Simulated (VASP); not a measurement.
# TiH (I4mm) in VASP: notebook

The runs below take TiH through single point, with LDA.

All numbers are computed with VASP 6.6.1; they aren't measurements. Logs are shortened: lines on timing, memory, paths and dates and some standing lists are left out, and cuts for length are marked.

### 1 The cell of the first run

The structure is tetragonal, space group I4mm (No. 107). The conventional cell has a = 2.955 Å, b = 2.955 Å, c = 4.179 Å, α = 90.00°, β = 90.00°, γ = 90.00°. Ti (site symmetry 4mm) has 6 H at 1.89 to 2.29 Å within 2.5 Å. H (site symmetry 4mm) has 6 Ti at 1.89 to 2.29 Å within 2.5 Å.

### 2 Single point, LDA

Contents of INCAR:

```
PREC = Accurate ; ENCUT = 520
EDIFF = 1E-6 ; ISMEAR = 0
SIGMA = 0.15 ; LREAL = False
LASPH = True ; NELM = 80
ALGO = Normal ; ISIF = 2
LWAVE = False ; LCHARG = False
GGA = CA ; NBANDS = 14
```

Contents of KPOINTS:

```
Automatic mesh
0
Gamma
  20 20 20
```

Contents of POSCAR:

```
TiH
1.0
    0.0000000000      2.0896972200      2.0896972200
    2.0896972200      0.0000000000      2.0896972200
    2.0896972200      2.0896972200      0.0000000000
Ti H
1 1
Direct
    0.0478538226      0.0478538226     -0.0478538226
    0.5000000000      0.5000000000      0.5000000000
```

Potentials or basis: VASP PAW LDA potentials, release 64 (Ti_sv, H).

The run is started by

```
> cat potpaw_LDA.64/Ti_sv/POTCAR potpaw_LDA.64/H/POTCAR > POTCAR
> mpirun -np 1 vasp_std > vasp.out
```

OUTCAR:

```text
PREC = Accurate
   ENCUT = 520
   EDIFF = 1E-6
   ISMEAR = 0
   LREAL = False
   LASPH = True
   NELM = 80
   ISIF = 2
   GGA = CA

 ion  position               nearest neighbor table
   1  0.048  0.048  0.952-   2 1.89
   2  0.500  0.500  0.500-   1 1.89

  LATTYP: Found a face centered cubic cell.
 ALAT       =     4.1793944400

  Lattice vectors:

 A1 = (   0.0000000000,   2.0896972200,   2.0896972200)
 A2 = (   2.0896972200,   0.0000000000,   2.0896972200)
 A3 = (   2.0896972200,   2.0896972200,   0.0000000000)

Analysis of symmetry for initial positions (statically):
=====================================================================
 Subroutine PRICEL returns:
 Original cell was already a primitive cell.

 Routine SETGRP: Setting up the symmetry group for a
 face centered cubic supercell.

 Subroutine GETGRP returns: Found  8 space group operations
 (whereof  8 operations were pure point group operations)
 out of a pool of 48 trial point group operations.

The static configuration has the point symmetry C_4v.

Analysis of symmetry for dynamics (positions and initial velocities):
=====================================================================
 Subroutine PRICEL returns:
 Original cell was already a primitive cell.

 Routine SETGRP: Setting up the symmetry group for a
 face centered cubic supercell.

 Subroutine GETGRP returns: Found  8 space group operations
 (whereof  8 operations were pure point group operations)
 out of a pool of 48 trial point group operations.

The dynamic configuration has the point symmetry C_4v.

 Subroutine INISYM returns: Found  8 space group operations
 (whereof  8 operations are pure point group operations),
 and found     1 'primitive' translations

----------------------------------------------------------------------------------------

                                     Primitive cell

  volume of cell :      18.2507

  direct lattice vectors                    reciprocal lattice vectors
     0.000000000  2.089697220  2.089697220    -0.239269113  0.239269113  0.239269113
     2.089697220  0.000000000  2.089697220     0.239269113 -0.239269113  0.239269113
     2.089697220  2.089697220  0.000000000     0.239269113  0.239269113 -0.239269113

  length of vectors
     2.955278150  2.955278150  2.955278150     0.414426260  0.414426260  0.414426260

  position of ions in fractional coordinates (direct lattice)
     0.047853823  0.047853823  0.952146177
     0.500000000  0.500000000  0.500000000

  ion indices of the primitive-cell ions
   primitive index   ion index
                 1           1
                 2           2

----------------------------------------------------------------------------------------

 KPOINTS: Automatic mesh

Automatic generation of k-mesh.
 Grid dimensions read from file:
 generate k-points for:   20   20   20

 Generating k-lattice:

  Cartesian coordinates                     Fractional coordinates (reciprocal lattice)
    -0.011963456  0.011963456  0.011963456     0.050000000  0.000000000  0.000000000
     0.011963456 -0.011963456  0.011963456     0.000000000  0.050000000  0.000000000
     0.011963456  0.011963456 -0.011963456     0.000000000  0.000000000  0.050000000

  Length of vectors
     0.020721313  0.020721313  0.020721313

  Shift w.r.t. Gamma in fractional coordinates (k-lattice)
     0.000000000  0.000000000  0.000000000

 Subroutine IBZKPT returns following result:
 ===========================================

 Found    641 irreducible k-points:

 Following reciprocal coordinates:
            Coordinates               Weight
  0.000000  0.000000  0.000000      1.000000
  0.050000  0.000000  0.000000      8.000000
  0.100000  0.000000  0.000000      8.000000
  0.150000  0.000000  0.000000      8.000000
  0.200000  0.000000  0.000000      8.000000
  0.250000  0.000000  0.000000      8.000000
[... 16 lines left out ...]
  0.000000  0.300000  0.050000     16.000000
  0.350000  0.050000  0.000000      8.000000
 [... further k-points ...]
   k-points           NKPTS =    641   k-points in BZ     NKDIM =    641   number of bands    NBANDS=     14
   number of dos      NEDOS =    301   number of ions     NIONS =      2
   total plane-waves  NPLWV =  13824
   dimension x,y,z NGX =    24 NGY =   24 NGZ =   24
   dimension x,y,z NGXF=    48 NGYF=   48 NGZF=   48
   ions per type =               1   1
   NGX,Y,Z   is equivalent  to a cutoff of  13.50, 13.50, 13.50 a.u.
   NGXF,Y,Z  is equivalent  to a cutoff of  27.00, 27.00, 27.00 a.u.
 SYSTEM =  unknown system
   PREC   = accura    normal or accurate (medium, high low for compatibility)
   ISTART =      0    job   : 0-new  1-cont  2-samecut
   ICHARG =      2    charge: 1-file 2-atom 10-const
   ISPIN  =      1    spin polarized calculation?
   LNONCOLLINEAR =      F non collinear calculations
   LSORBIT =      F    spin-orbit coupling
   LASPH  =      T    aspherical Exc in radial PAW
   ENCUT  =  520.0 eV  38.22 Ry    6.18 a.u.   5.49  5.49  5.49*2*pi/ulx,y,z
   NELM   =     80;   NELMIN=  2; NELMDL= -5     # of ELM steps
   EDIFF  = 0.1E-05   stopping-criterion for ELM
   LREAL  =      F    real-space projection
   EDIFFG = 0.1E-04   stopping-criterion for IOM
   NSW    =      0    number of steps for IOM
   IBRION =     -1    ionic relax: 0-MD 1-quasi-New 2-CG
   NFREE  =      0    steps in history (QN), initial steepest desc. (CG)
   ISIF   =      2    stress and relaxation
   ISYM   =      2    0-nonsym 1-usesym 2-fastsym
   POTIM  = 0.5000    time-step for ionic-motion
   TEBEG  =    0.0;   TEEND  =   0.0 temperature during run
   PSTRESS=    0.0 pullay stress
   NELECT =      13.0000    total number of electrons
   NUPDOWN=      -1.0000    fix difference up-down
   EMIN   =  10.00;   EMAX   =-10.00  energy-range for DOS
   EFERMI =   0.00;   METHOD = LEGACY
   ISMEAR =     0;   SIGMA  =   0.15  broadening in eV -4-tet -1-fermi 0-gaus
   EFERMI_NEDOS =   21; number of points for ismear=-14 and -15
   IALGO  =     38    algorithm
   IMIX   =      4    mixing-type and parameters
     AMIX     =   0.40;   BMIX     =  1.00
     AMIX_MAG =   1.60;   BMIX_MAG =  1.00
  volume/ion in A,a.u.               =       9.13        61.58
  Fermi-wavevector in a.u.,A,eV,Ry     =   1.462051  2.762876 29.083729  2.137594
  Thomas-Fermi vector in A             =   2.578310
   LORBIT       =      0    0 simple, 1 ext, 2 COOP (PROOUT), +10 PAW based schemes
   GGA     = CA    functional components
   LHFCALC =     F    Hartree Fock is set to
   AEXX    =    0.0000 exact exchange contribution
   IVDW    =     0    specifies the selected vdW correction
   LEPSILON=     F    determine dielectric tensor
   LRPA    =     F    only Hartree local field effects (RPA)
 non-spin polarized calculation
 Gauss-broadening in eV      SIGMA  =   0.15
  energy-cutoff  :      520.00
  volume of cell :       18.25
 maximum number of plane-waves:       531
 NGX is ok and might be reduce to    24
   NGX = 11   NGY = 11   NGZ = 11

 number of electron      13.0000001 magnetization

 Free energy of the ion-electron system (eV)
  ---------------------------------------------------
  ext. energy  EPLUGINS =         0.00000000
  ---------------------------------------------------
  free energy    TOTEN  =       -12.81912854 eV

  energy without entropy =      -12.79703828  energy(sigma->0) =      -12.80808341

 E-fermi :   8.5348     XC(G=0): -12.1916

 val. band max:        8.5345051848   @ k =   0.2500   0.1000   0.3500
 cond. band min:       8.5401957844   @ k =   0.3500   0.0500  -0.4000
 fundamental gap:      0.0056905996
 Fermi energy:         8.5347844234

 k-point     1 :       0.0000    0.0000    0.0000
  band No.  band energies     occupation
      1     -47.4813      2.00000
      2     -23.7929      2.00000
      3     -23.7929      2.00000
      4     -23.7916      2.00000
      5      -0.8188      2.00000
      6       9.1899      0.00000
      7       9.1899      0.00000
      8       9.2121      0.00000
      9      10.6111      0.00000
     10      10.6545      0.00000
     11      18.9914      0.00000
     12      23.1859      0.00000
     13      24.9223      0.00000
     14      24.9223      0.00000

 k-point     2 :       0.0500    0.0000    0.0000
  band No.  band energies     occupation
      1     -47.4786      2.00000
      2     -23.8090      2.00000
      3     -23.7949      2.00000
      4     -23.7938      2.00000
      5      -0.7484      2.00000
      6       9.1405      0.00000
      7       9.2184      0.00000
      8       9.2347      0.00000
      9      10.5822      0.00000
     10      10.6286      0.00000
     11      18.7473      0.00000
     12      23.2465      0.00000
     13      24.7722      0.00000
     14      24.9990      0.00000

 k-point     3 :       0.1000    0.0000    0.0000
  band No.  band energies     occupation
      1     -47.4706      2.00000
      2     -23.8566      2.00000
      3     -23.8004      2.00000
      4     -23.7993      2.00000
      5      -0.5401      2.00000
      6       8.9797      0.00003
      7       9.2922      0.00000
      8       9.3059      0.00000
      9      10.5135      0.00000
     10      10.5667      0.00000
     11      18.1348      0.00000
     12      23.3571      0.00000
     13      24.7810      0.00000
     14      25.2163      0.00000
[... 324 lines left out ...]
 k-point    23 :       0.0000    0.3000    0.0500
  band No.  band energies     occupation
      1     -47.4115      2.00000
      2     -24.1889      2.00000
      3     -23.8508      2.00000
      4     -23.8402      2.00000
      5       1.2322      2.00000
      6       7.6070      2.00000
      7       9.1238      0.00000
      8       9.2663      0.00000
      9      10.7517      0.00000
     10      11.0811      0.00000
     11      15.7891      0.00000
     12      21.3684      0.00000
     13      25.1885      0.00000
     14      27.2394      0.00000

 k-point    24 :       0.3500    0.0500    0.0000
  band No.  band energies     occupation
      1     -47.3951      2.00000
      2     -24.2806      2.00000
      3     -23.8621      2.00000
      4     -23.8519      2.00000
      5       1.8758      2.00000
      6       7.0731      2.00000
      7       8.9660      0.00005
      8       9.1338      0.00000
      9      11.0427      0.00000
     10      11.3693      0.00000
     11      15.5218      0.00000
     12      20.3428      0.00000
     13      25.4062      0.00000
     14      27.3801      0.00000

 [... further k-points ...]

------------------------ aborting loop because EDIFF is reached ----------------------------------------

  FORCE on cell =-STRESS in cart. coord.  units (eV):
  Direction    XX          YY          ZZ          XY          YZ          ZX
  --------------------------------------------------------------------------------------
  -------------------------------------------------------------------------------------
  Total       -1.0581001     -1.0581001     -0.0476714      0.0000000      0.0000000      0.0000000
  in kB      -92.8874917    -92.8874917     -4.1849322      0.0000000      0.0000000      0.0000000
  external PRESSURE =     -63.3199719 kB  Pullay stress =       0.0000000 kB

 VOLUME and BASIS-vectors are now :
 -----------------------------------------------------------------------------
  energy-cutoff  :      520.00
  volume of cell :       18.25
      direct lattice vectors                 reciprocal lattice vectors
     0.000000000  2.089697220  2.089697220    -0.239269113  0.239269113  0.239269113
     2.089697220  0.000000000  2.089697220     0.239269113 -0.239269113  0.239269113
     2.089697220  2.089697220  0.000000000     0.239269113  0.239269113 -0.239269113

 POSITION                                       TOTAL-FORCE (eV/Angst)
 -----------------------------------------------------------------------------------
      2.08970      2.08970      0.20000         0.000000      0.000000     -0.677319
      2.08970      2.08970      2.08970         0.000000      0.000000      0.677319
 -----------------------------------------------------------------------------------
    total drift:                               -0.000000     -0.000000      0.000214

  FREE ENERGIE OF THE ION-ELECTRON SYSTEM (eV)
  ---------------------------------------------------
  free  energy   TOTEN  =       -12.8191285392 eV

  energy  without entropy=      -12.7970382837  energy(sigma->0) =      -12.80808341
```

Wall time 75 s (1 thread of Intel Xeon Platinum 8259CL at 2.50GHz (Skylake/Cascade Lake), shared host); peak memory 0.27 GiB.

Results:

```yaml
Free_energy: -12.8191 eV
Pressure: -6.3 GPa
Largest_force: 0.677 eV/Å
Band_gap_on_the_k_mesh: zero (an odd number of electrons rules out a gap without spin polarisation)
```

Forces on the atoms (eV/Å):
```
Ti   0.000  0.000 -0.677
H    0.000  0.000  0.677
```

Caveat: the cell differs from its parent crystal (all Ti atoms moved -0.200 Å, as atom 1 towards its neighbour atom 2 (H) at 2.090 Å); the stress differs along the axes, from -9 to -0 GPa; an odd number of electrons without spin polarisation forces a metal; a magnetic or distorted state may lie lower.

### 3 Single point, LDA

Contents of INCAR:

```
ALGO = Normal ; EDIFF = 1E-7
ENCUT = 520 ; GGA = CA
ISIF = 2 ; ISMEAR = 0
LASPH = T ; LCHARG = T
LELF = T ; LREAL = F
LVHAR = T ; LWAVE = F
NBANDS = 14 ; NELM = 80
PREC = Accurate ; SIGMA = 0.15
```

Contents of KPOINTS:

```
k-points
0
Gamma
  20 20 20
```

Edit POSCAR of step 2 so:

```diff
@@ -8,3 +8,3 @@
 Direct
-    0.0478538226      0.0478538226     -0.0478538226
+   -0.0358903669     -0.0358903669      0.0358903669
     0.5000000000      0.5000000000      0.5000000000
```

Potentials or basis: VASP PAW LDA potentials, release 64 (Ti_sv, H).

The run is started by

```
> cat potpaw_LDA.64/Ti_sv/POTCAR potpaw_LDA.64/H/POTCAR > POTCAR
> mpirun -np 1 vasp_std > vasp.out
```

Wall time 84 s (1 thread of Intel Xeon Platinum 8259CL at 2.50GHz (Skylake/Cascade Lake), shared host); peak memory 0.27 GiB.

The run converged. Its results:

```
Free energy            : -12.8476 eV
Pressure               : -7.0 GPa
Largest force          : 0.468 eV/Å
Band gap on the k mesh : zero (an odd number of electrons rules out a gap without spin polarisation)
```

Forces on the atoms (eV/Å):
```
Ti   0.000  0.000  0.468
H    0.000  0.000 -0.468
```

Stress tensor (GPa, compression positive):
```
-8.62  0.00  0.00
 0.00 -8.62  0.00
 0.00  0.00 -3.63
```

Levels at points of the mesh, in eV from the Fermi level:
```tsv
k point	band 3	band 4	band 5	band 6	band 7	band 8	band 9	band 10	band 11	band 12
(0.00, 0.00, 0.00)	-32.33	-32.33	-9.37	0.66	0.66	0.67	2.09	2.11	10.58	14.66
(0.50, 0.00, 0.00)	-32.41	-32.41	-4.96	-3.04	0.25	0.26	3.26	3.27	7.12	9.42
(0.50, 0.50, 0.00)	-32.55	-32.55	-6.72	-1.84	1.60	3.17	3.63	3.63	6.90	9.68
(0.00, 0.50, 0.50)	-32.55	-32.55	-6.72	-1.86	1.70	3.15	3.63	3.63	6.55	9.71
```

Caveat: the cell differs from its parent crystal (all Ti atoms moved +0.150 Å, as atom 1 towards its neighbour atom 2 (H) at 2.090 Å); the cell stands under tension; an odd number of electrons without spin polarisation forces a metal; a magnetic or distorted state may lie lower.
